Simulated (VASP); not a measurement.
A run of VASP 6.6.1 is set up as follows.

Contents of INCAR:

```
ALGO = Normal
EDIFF = 1E-6
ENCUT = 520
GGA = PE
ISIF = 2
ISMEAR = 0
ISPIN = 2
LASPH = True
LCHARG = False
LMAXMIX = 4
LORBIT = 11
LREAL = False
LWAVE = False
MAGMOM = 2.5 2.5 0 0
NBANDS = 32
NELM = 150
PREC = Accurate
SIGMA = 0.1
```

The input KPOINTS:

```
k-points
0
Gamma
  12 12 8
```

POSCAR

```
WS
1.0
    3.1510673563      0.0000000000      0.0000000000
   -1.5755336781      2.7289043796      0.0000000000
    0.0000000000      0.0000000000      6.7594819029
W S
2 2
Direct
    0.0000000000      0.0000000000      0.0000000000
    0.0000000000      0.0000000000      0.5000000000
    0.3333333333      0.6666666667      0.2500000000
    0.6666666667      0.3333333333      0.7500000000
```

Potentials or basis: VASP PAW PBE potentials, release 64 (W_sv, S).

The run is started by

```sh
$ cat potpaw_PBE.64/W_sv/POTCAR potpaw_PBE.64/S/POTCAR > POTCAR
$ mpirun -np 1 vasp_std > vasp.out
```

Problem. What does it give for the band gap on the k mesh?

Solution. Zero (filled and empty bands overlap).

Problem. Predict the net moment.

Solution. 0.00 μB per cell.

Problem. What does it give for the pressure?

Solution. 0.3 GPa.

Stress tensor (GPa, compression positive):
```
0.20 0.00 0.00
0.00 0.20 0.00
0.00 0.00 0.46
```

Caveat: spin-orbit coupling is left out, which moves the levels of the heavy elements.
